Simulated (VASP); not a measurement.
# Tm3BF (P4/mmm) in VASP: relaxation of cell and atoms with PBE

Aim: the relaxation of cell and atoms of Tm3BF with PBE.

Program: VASP 6.6.1. These are calculated values, not measurements. Logs are shortened: lines on timing, memory, paths and dates and some standing lists are left out, and cuts for length are marked.

**1. The cell of the first run**

The structure is tetragonal, space group P4/mmm (No. 123). Conventional cell: a = 4.908 Å, b = 4.908 Å, c = 5.029 Å, α = 90.00°, β = 90.00°, γ = 90.00°. Within 3.2 Å of Tm (site symmetry mmm) lie 2 B at 2.45 Å and 2 F at 2.45 Å. Within 3.3 Å of Tm (site symmetry 4/mmm) lie 2 B at 2.51 Å. Within 3.2 Å of B (site symmetry 4/mmm) lie 6 Tm at 2.45 to 2.51 Å. F (site symmetry 4/mmm) has 4 Tm at 2.45 Å within 3.2 Å.

The cell was generated, and may not be a known phase.

**2. Relaxation of cell and atoms, PBE**

INCAR reads:

```
PREC = Accurate
ENCUT = 600
EDIFF = 1E-7
ISMEAR = 0
SIGMA = 0.1
LREAL = False
LASPH = True
NELM = 200
ALGO = Normal
ISIF = 3
LWAVE = False
LCHARG = False
GGA = PE
IBRION = 2
NSW = 100
EDIFFG = -0.01
GGA_COMPAT = False
NELMIN = 4
LMAXMIX = 6
```

KPOINTS reads:

```
Automatic mesh
0
Gamma
  8 8 8
```

POSCAR reads:

```
Tm3BF
1.0
    4.9075103098      0.0000000000      0.0000000000
    0.0000000000      4.9075103098      0.0000000000
    0.0000000000      0.0000000000      5.0289791280
Tm B F
3 1 1
Direct
    0.5000000000      0.0000000000      0.0000000000
    0.5000000000      0.5000000000      0.5000000000
    0.0000000000      0.5000000000      0.0000000000
    0.5000000000      0.5000000000      0.0000000000
    0.0000000000      0.0000000000      0.0000000000
```

Potentials or basis: VASP PAW PBE potentials, release 64 (Tm_3, B, F), 4f in core.

Started as:

```sh
cat potpaw_PBE.64/Tm_3/POTCAR potpaw_PBE.64/B/POTCAR potpaw_PBE.64/F/POTCAR > POTCAR
mpirun -np 1 vasp_std > vasp.out
```

OUTCAR:

```text
PREC = Accurate
   ENCUT = 600
   EDIFF = 1E-7
   ISMEAR = 0
   LREAL = False
   LASPH = True
   NELM = 200
   ISIF = 3
   GGA = PE
   IBRION = 2
   NSW = 100
   EDIFFG = -0.01
   NELMIN = 4

 ion  position               nearest neighbor table
   1  0.500  0.000  0.000-   4 2.45   5 2.45   4 2.45   5 2.45   3 3.47   3 3.47   3 3.47   3 3.47
                             2 3.51   2 3.51   2 3.51   2 3.51
   2  0.500  0.500  0.500-   4 2.51   4 2.51   1 3.51   1 3.51   3 3.51   3 3.51   1 3.51   1 3.51
                             3 3.51   3 3.51
   3  0.000  0.500  0.000-   4 2.45   5 2.45   5 2.45   4 2.45   1 3.47   1 3.47   1 3.47   1 3.47
                             2 3.51   2 3.51   2 3.51   2 3.51
   4  0.500  0.500  0.000-   1 2.45   3 2.45   1 2.45   3 2.45   2 2.51   2 2.51
   5  0.000  0.000  0.000-   1 2.45   3 2.45   3 2.45   1 2.45

  LATTYP: Found a simple tetragonal cell.
 ALAT       =     4.9075103098
 C/A-ratio  =     1.0247516175

  Lattice vectors:

 A1 = (   4.9075103098,   0.0000000000,   0.0000000000)
 A2 = (   0.0000000000,   4.9075103098,   0.0000000000)
 A3 = (   0.0000000000,   0.0000000000,   5.0289791280)

Analysis of symmetry for initial positions (statically):
=====================================================================
 Subroutine PRICEL returns:
 Original cell was already a primitive cell.

 Routine SETGRP: Setting up the symmetry group for a
 simple tetragonal supercell.

 Subroutine GETGRP returns: Found 16 space group operations
 (whereof 16 operations were pure point group operations)
 out of a pool of 16 trial point group operations.

The static configuration has the point symmetry D_4h.

Analysis of symmetry for dynamics (positions and initial velocities):
=====================================================================
 Subroutine PRICEL returns:
 Original cell was already a primitive cell.

 Routine SETGRP: Setting up the symmetry group for a
 simple tetragonal supercell.

 Subroutine GETGRP returns: Found 16 space group operations
 (whereof 16 operations were pure point group operations)
 out of a pool of 16 trial point group operations.

The dynamic configuration has the point symmetry D_4h.

 Subroutine INISYM returns: Found 16 space group operations
 (whereof 16 operations are pure point group operations),
 and found     1 'primitive' translations

----------------------------------------------------------------------------------------

                                     Primitive cell

  volume of cell :     121.1162

  direct lattice vectors                    reciprocal lattice vectors
     4.907510310  0.000000000  0.000000000     0.203769312  0.000000000  0.000000000
     0.000000000  4.907510310  0.000000000     0.000000000  0.203769312  0.000000000
     0.000000000  0.000000000  5.028979128     0.000000000  0.000000000  0.198847514

  length of vectors
     4.907510310  4.907510310  5.028979128     0.203769312  0.203769312  0.198847514

  position of ions in fractional coordinates (direct lattice)
     0.500000000  0.000000000  0.000000000
     0.500000000  0.500000000  0.500000000
     0.000000000  0.500000000  0.000000000
     0.500000000  0.500000000  0.000000000
     0.000000000  0.000000000  0.000000000

  ion indices of the primitive-cell ions
   primitive index   ion index
                 1           1
                 2           2
                 3           3
                 4           4
                 5           5

----------------------------------------------------------------------------------------

 KPOINTS: Automatic mesh

Automatic generation of k-mesh.
 Grid dimensions read from file:
 generate k-points for:    8    8    8

 Generating k-lattice:

  Cartesian coordinates                     Fractional coordinates (reciprocal lattice)
     0.025471164  0.000000000  0.000000000     0.125000000  0.000000000  0.000000000
     0.000000000  0.025471164  0.000000000     0.000000000  0.125000000  0.000000000
     0.000000000  0.000000000  0.024855939     0.000000000  0.000000000  0.125000000

  Length of vectors
     0.025471164  0.025471164  0.024855939

  Shift w.r.t. Gamma in fractional coordinates (k-lattice)
     0.000000000  0.000000000  0.000000000

 Subroutine IBZKPT returns following result:
 ===========================================

 Found     75 irreducible k-points:

 Following reciprocal coordinates:
            Coordinates               Weight
  0.000000  0.000000  0.000000      1.000000
  0.125000  0.000000  0.000000      4.000000
  0.250000  0.000000  0.000000      4.000000
  0.375000  0.000000  0.000000      4.000000
  0.500000  0.000000  0.000000      2.000000
  0.125000  0.125000  0.000000      4.000000
[... 16 lines left out ...]
  0.375000  0.125000  0.125000     16.000000
  0.500000  0.125000  0.125000      8.000000
 [... further k-points ...]
   k-points           NKPTS =     75   k-points in BZ     NKDIM =     75   number of bands    NBANDS=     22
   number of dos      NEDOS =    301   number of ions     NIONS =      5
   total plane-waves  NPLWV =  64000
   dimension x,y,z NGX =    40 NGY =   40 NGZ =   40
   dimension x,y,z NGXF=    80 NGYF=   80 NGZF=   80
   ions per type =               3   1   1
   NGX,Y,Z   is equivalent  to a cutoff of  13.55, 13.55, 13.22 a.u.
   NGXF,Y,Z  is equivalent  to a cutoff of  27.10, 27.10, 26.45 a.u.
 SYSTEM =  unknown system
   PREC   = accura    normal or accurate (medium, high low for compatibility)
   ISTART =      0    job   : 0-new  1-cont  2-samecut
   ICHARG =      2    charge: 1-file 2-atom 10-const
   ISPIN  =      1    spin polarized calculation?
   LNONCOLLINEAR =      F non collinear calculations
   LSORBIT =      F    spin-orbit coupling
   LASPH  =      T    aspherical Exc in radial PAW
   ENCUT  =  600.0 eV  44.10 Ry    6.64 a.u.   9.80  9.80 10.04*2*pi/ulx,y,z
   NELM   =    200;   NELMIN=  4; NELMDL= -5     # of ELM steps
   EDIFF  = 0.1E-06   stopping-criterion for ELM
   LREAL  =      F    real-space projection
   EDIFFG = -.1E-01   stopping-criterion for IOM
   NSW    =    100    number of steps for IOM
   IBRION =      2    ionic relax: 0-MD 1-quasi-New 2-CG
   NFREE  =      1    steps in history (QN), initial steepest desc. (CG)
   ISIF   =      3    stress and relaxation
   ISYM   =      2    0-nonsym 1-usesym 2-fastsym
   POTIM  = 0.5000    time-step for ionic-motion
   TEBEG  =    0.0;   TEEND  =   0.0 temperature during run
   PSTRESS=    0.0 pullay stress
   NELECT =      37.0000    total number of electrons
   NUPDOWN=      -1.0000    fix difference up-down
   EMIN   =  10.00;   EMAX   =-10.00  energy-range for DOS
   EFERMI =   0.00;   METHOD = LEGACY
   ISMEAR =     0;   SIGMA  =   0.10  broadening in eV -4-tet -1-fermi 0-gaus
   EFERMI_NEDOS =   21; number of points for ismear=-14 and -15
   IALGO  =     38    algorithm
   IMIX   =      4    mixing-type and parameters
     AMIX     =   0.40;   BMIX     =  1.00
     AMIX_MAG =   1.60;   BMIX_MAG =  1.00
  volume/ion in A,a.u.               =      24.22       163.47
  Fermi-wavevector in a.u.,A,eV,Ry     =   1.102575  2.083564 16.540204  1.215671
  Thomas-Fermi vector in A             =   2.239020
   LORBIT       =      0    0 simple, 1 ext, 2 COOP (PROOUT), +10 PAW based schemes
   GGA     = PE    functional components
   LHFCALC =     F    Hartree Fock is set to
   AEXX    =    0.0000 exact exchange contribution
   IVDW    =     0    specifies the selected vdW correction
   LEPSILON=     F    determine dielectric tensor
   LRPA    =     F    only Hartree local field effects (RPA)
 conjugate gradient relaxation of ions
 non-spin polarized calculation
 Gauss-broadening in eV      SIGMA  =   0.10
  energy-cutoff  :      600.00
  volume of cell :      121.12
 maximum number of plane-waves:      4068
 NGX is ok and might be reduce to    40
   NGX = 19   NGY = 19   NGZ = 21

--------------------------------------- Ionic step        1  -------------------------------------------

 number of electron      36.9999999 magnetization

 Free energy of the ion-electron system (eV)
  ---------------------------------------------------
  ext. energy  EPLUGINS =         0.00000000
  ---------------------------------------------------
  free energy    TOTEN  =       -26.12693770 eV

  energy without entropy =      -26.10748999  energy(sigma->0) =      -26.11721385

------------------------ aborting loop because EDIFF is reached ----------------------------------------

  FORCE on cell =-STRESS in cart. coord.  units (eV):
  Direction    XX          YY          ZZ          XY          YZ          ZX
  --------------------------------------------------------------------------------------
  -------------------------------------------------------------------------------------
  Total        0.6935346      0.6935346      0.5676109      0.0000000      0.0000000      0.0000000
  in kB        9.1743741      9.1743741      7.5086014      0.0000000      0.0000000      0.0000000
  external PRESSURE =       8.6191165 kB  Pullay stress =       0.0000000 kB

 VOLUME and BASIS-vectors are now :
 -----------------------------------------------------------------------------
  energy-cutoff  :      600.00
  volume of cell :      121.12
      direct lattice vectors                 reciprocal lattice vectors
     4.907510310  0.000000000  0.000000000     0.203769312  0.000000000  0.000000000
     0.000000000  4.907510310  0.000000000     0.000000000  0.203769312  0.000000000
     0.000000000  0.000000000  5.028979128     0.000000000  0.000000000  0.198847514
[... 118 lines left out ...]
 POSITION                                       TOTAL-FORCE (eV/Angst)
 -----------------------------------------------------------------------------------
      2.46623      0.00000      0.00000         0.000000     -0.000000      0.000000
      2.46623      2.46623      2.52495         0.000000      0.000000      0.000000
      0.00000      2.46623     -0.00000         0.000000     -0.000000      0.000000
      2.46623      2.46623     -0.00000         0.000000     -0.000000      0.000000
      0.00000      0.00000      0.00000         0.000000     -0.000000      0.000000
 -----------------------------------------------------------------------------------
    total drift:                               -0.000000      0.000000     -0.000000

  FREE ENERGIE OF THE ION-ELECTRON SYSTEM (eV)
  ---------------------------------------------------
  free  energy   TOTEN  =       -26.1315027698 eV

  energy  without entropy=      -26.1116571521  energy(sigma->0) =      -26.12157996

--------------------------------------- Ionic step        5  -------------------------------------------

 number of electron      37.0000004 magnetization

 Free energy of the ion-electron system (eV)
  ---------------------------------------------------
  ext. energy  EPLUGINS =         0.00000000
  ---------------------------------------------------
  free energy    TOTEN  =       -26.13155099 eV

  energy without entropy =      -26.11169653  energy(sigma->0) =      -26.12162376

 E-fermi :   2.3818     XC(G=0):  -9.1892

 val. band max:        2.3797252685   @ k =   0.1250   0.1250   0.2500
 cond. band min:       2.3894088543   @ k =   0.5000   0.5000   0.2500
 fundamental gap:      0.0096835858
 Fermi energy:         2.3818101880

 k-point     1 :       0.0000    0.0000    0.0000
  band No.  band energies     occupation
      1     -23.4910      2.00000
      2     -23.4910      2.00000
      3     -23.4030      2.00000
      4     -23.2963      2.00000
      5     -23.2963      2.00000
      6     -23.2660      2.00000
[... 14 lines left out ...]
     21       2.9224      0.00000
     22       2.9224      0.00000
[... 552 lines left out ...]
  band No.  band energies     occupation
      1     -24.1427      2.00000
      2     -23.3803      2.00000
      3     -23.3486      2.00000
      4     -23.3472      2.00000
      5     -23.3030      2.00000
      6     -23.2404      2.00000
[... 14 lines left out ...]
     21       3.3622      0.00000
     22       3.4796      0.00000

 [... further k-points ...]

------------------------ aborting loop because EDIFF is reached ----------------------------------------

  FORCE on cell =-STRESS in cart. coord.  units (eV):
  Direction    XX          YY          ZZ          XY          YZ          ZX
  --------------------------------------------------------------------------------------
  -------------------------------------------------------------------------------------
  Total       -0.0177671     -0.0177671      0.0057127      0.0000000      0.0000000      0.0000000
  in kB       -0.2316330     -0.2316330      0.0744778      0.0000000      0.0000000      0.0000000
  external PRESSURE =      -0.1295961 kB  Pullay stress =       0.0000000 kB

 VOLUME and BASIS-vectors are now :
 -----------------------------------------------------------------------------
  energy-cutoff  :      600.00
  volume of cell :      122.89
      direct lattice vectors                 reciprocal lattice vectors
     4.931146361  0.000000000  0.000000000     0.202792602  0.000000000  0.000000000
     0.000000000  4.931146361 -0.000000000     0.000000000  0.202792602 -0.000000000
     0.000000000  0.000000000  5.053945910    -0.000000000  0.000000000  0.197865196

 POSITION                                       TOTAL-FORCE (eV/Angst)
 -----------------------------------------------------------------------------------
      2.46557      4.93115      5.05395         0.000000     -0.000000      0.000000
      2.46557      2.46557      2.52697         0.000000      0.000000      0.000000
      0.00000      2.46557      5.05395         0.000000     -0.000000      0.000000
      2.46557      2.46557      5.05395         0.000000      0.000000      0.000000
      0.00000      4.93115      5.05395         0.000000     -0.000000      0.000000
 -----------------------------------------------------------------------------------
    total drift:                               -0.000000      0.000000      0.000000

  FREE ENERGIE OF THE ION-ELECTRON SYSTEM (eV)
  ---------------------------------------------------
  free  energy   TOTEN  =       -26.1315509877 eV

  energy  without entropy=      -26.1116965269  energy(sigma->0) =      -26.12162376

 reached required accuracy - stopping structural energy minimisation
```

Wall time 7.1 min (1 thread of AMD EPYC 9R45 (Zen 5), shared host); peak memory 0.4 GiB.

Results:

```yaml
Free_energy: -26.1316 eV
Relaxed_volume: 24.58 Å³/atom
Relaxed_cell: a = 4.931 Å, b = 4.931 Å, c = 5.054 Å, α = 90.00°, β = 90.00°, γ = 90.00°
Space_group_after_relaxing_to_0.1_Å: P4/mmm (No. 123)
Energy_gained_by_relaxing: 0.9 meV/atom
Ionic_steps: 5
Pressure_after_relaxing: 0.0 GPa
Band_gap_on_the_k_mesh: zero (an odd number of electrons rules out a gap without spin polarisation)
```

Step by step:
```tsv
step	energy change (eV)	largest force (eV/Å)	pressure (GPa)	volume (Å³)
1	0.0000	0.0000	0.86	121.12
2	-0.0040	0.0000	-0.27	123.41
3	-0.0046	0.0000	0.01	122.82
4	-0.0046	0.0000	-0.01	122.86
5	-0.0046	0.0000	-0.01	122.89
```

Final structure:
```xyz
5
Lattice="4.9311 0.0000 0.0000 0.0000 4.9311 0.0000 0.0000 0.0000 5.0539" Properties=species:S:1:pos:R:3 pbc="T T T"
Tm    2.4656    4.9311    5.0539
Tm    2.4656    2.4656    2.5270
Tm    0.0000    2.4656    5.0539
B     2.4656    2.4656    5.0539
F     0.0000    4.9311    5.0539
```

Caveat: spin-orbit coupling is left out, which moves the levels of the heavy elements; the 4f electrons are frozen in the core, so they carry no moment and show no levels; an odd number of electrons without spin polarisation forces a metal; a magnetic or distorted state may lie lower; the run has no spin polarisation, though such a crystal can be magnetic. Spin polarisation is off, so any magnetic state and its effect on volume and gap are missing.
